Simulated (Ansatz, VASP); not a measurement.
## Y in VASP and in Ansatz

```
Y
1.0
     0.00000    2.53080    2.53080
     2.53080    0.00000    2.53080
     2.53080    2.53080    0.00000
Y
1
Direct
  0.50000 0.50000 0.50000
```

Alike in both runs: functional PBE; k mesh 18 × 18 × 18; occupations gaussian, width 0.1 eV; no spin polarisation.

Ansatz relaxed the structure, and its values are those at the end. VASP's run is a single point on that final structure, the one shown.

|  | VASP | Ansatz |
| --- | --- | --- |
| version | VASP 6.6.1 | Ansatz 0.2.0 |
| potentials or method | VASP PAW PBE potentials, release 64 (Y_sv), cutoff 520 eV | scalar-relativistic, plane waves, PAW |
| valence electrons in the cell | 11 | 11 |

|  | VASP | Ansatz | Ansatz less VASP |
| --- | --- | --- | --- |
| gap on the k mesh at the Fermi level (eV) | none | none | - |
| pressure (GPa) | -0.1 | 0.0 | +0.14 |

A gap of «none» marks a metal or a gap that the smearing closes.
